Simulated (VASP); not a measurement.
I, 2 atoms in the cell. Symmetry: Fd-3m, No. 227, cubic system. The conventional cell has a = 7.748 Å, b = 7.748 Å, c = 7.748 Å, α = 90.00°, β = 90.00°, γ = 90.00°. Within 4.4 Å of I (site symmetry -43m) lie 4 I at 3.36 Å. 

- Program: VASP 6.6.1
- Task: single point
- Functional: PBE
- Potentials or basis: VASP PAW PBE potentials, release 64 (I)
- Cutoff: 520 eV
- k mesh: 24 × 24 × 24
- Occupations: fermi-dirac, width 0.0612256 eV
- Spin: no spin polarisation
- Dipole correction: no
- Further INCAR settings: ALGO = Normal; EDIFF = 1e-06; NBANDS = 14

Potentials or basis: VASP PAW PBE potentials, release 64 (I).

Run with:

```bash
$ cat potpaw_PBE.64/I/POTCAR > POTCAR
$ mpirun -np 1 vasp_std > vasp.out
```

Hardware: 1 thread of Intel(R) Xeon(R) Platinum 8259CL CPU @ 2.50GHz (Skylake/Cascade Lake) (shared host).

Estimate the wall time of this run.

Wall time 7.3 min on 1 thread of Intel(R) Xeon(R) Platinum 8259CL CPU @ 2.50GHz (Skylake/Cascade Lake), on a shared host, peak memory 0.67 GiB. Counts: scf iterations 10, k points 413.
